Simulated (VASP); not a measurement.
Write the native input for VASP 6.6.1 that does the following.

| Item | Value |
| --- | --- |
| Task | single point |
| Functional | PBEsol |
| Dispersion | D3(BJ) |
| Potentials or basis | VASP PAW PBE potentials, release 64 (P) |
| Cutoff | 520 eV |
| k mesh | 12 × 12 × 12 |
| Occupations | gaussian, width 0.15 eV |
| Spin | no spin polarisation |
| Dipole correction | no |
| Further INCAR settings | ALGO = Normal; EDIFF = 1e-07; NBANDS = 8 |

The structure of P lies in POSCAR:

```
P
1.0
    3.9150932022      0.0000000000      0.0000000000
    0.0000000000      3.9150932022      0.0000000000
    0.0000000000      0.0000000000      5.2148040255
P
1
Direct
    0.0000000000      0.0000000000      0.0000000000
```

This cell differs from its parent crystal: ratio of the length along z to the lengths across it x 1.3, volume and fractional coordinates fixed.

One way to write it, as run:

INCAR

```
ALGO = Normal
EDIFF = 1E-7
ENCUT = 520
GGA = PS
ISIF = 2
ISMEAR = 0
IVDW = 12
LASPH = T
LCHARG = F
LREAL = F
LWAVE = F
NBANDS = 8
NELM = 100
PREC = Accurate
SIGMA = 0.15
```

KPOINTS

```
k-points
0
Gamma
  12 12 12
```

Potentials or basis: VASP PAW PBE potentials, release 64 (P).

Launch:

```sh
$ cat potpaw_PBE.64/P/POTCAR > POTCAR
$ mpirun -np 1 vasp_std > vasp.out
```

It gave:

The pressure is -4.3 GPa. The band gap on the k mesh is zero (an odd number of electrons rules out a gap without spin polarisation). The dispersion energy per atom is -0.079 eV.

Caveat: the stress differs along the axes, from -6 to -1 GPa; the atoms stand far beyond bonding distance, and open shells without spin polarisation read as a metal; the PAW data sets were made with another functional, which shifts forces and pressure a little.

Wall time 110 s on 1 thread of Intel Xeon 8259CL, with other jobs on the host, peak memory 0.26 GiB.
